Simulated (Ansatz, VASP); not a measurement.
# AgCl: VASP beside Ansatz

```xyz
2
Lattice="0.0000 2.8563 2.6900 2.8563 0.0000 2.6900 2.8563 2.8563 0.0000" Properties=species:S:1:pos:R:3 pbc="T T T"
Ag    2.8563    2.8563    2.6900
Cl    0.0000    0.0000    0.0000
```

Change from the starting cell: strain +0.030 along x and y, -0.030 along z, atoms carried along.

Alike in both runs: task single point; functional r2SCAN; k mesh 8 × 8 × 8; occupations gaussian, width 0.05 eV; no spin polarisation.

|  | VASP | Ansatz |
| --- | --- | --- |
| version | VASP 6.6.1 | Ansatz 0.2.0 |
| potentials or method | VASP PAW PBE potentials, release 64 (Ag, Cl), cutoff 520 eV | scalar-relativistic, plane waves, PAW |
| valence electrons in the cell | 18 | 26 |

```csv
,VASP,Ansatz,Ansatz less VASP
gap on the k mesh at the Fermi level (eV),1.27,1.32,+0.052
least direct gap on the mesh (eV),3.62,3.66,+0.044
pressure (GPa),-1.1,-1.1,+0.08
"traceless stress, the component that is largest in VASP (GPa)",0.86,0.89,+0.033
```

VASP's potentials were made for PBE, not for r2SCAN. VASP's potentials hold 18 valence electrons a cell and Ansatz's 26, so a difference there can come from the potentials and not from the codes.
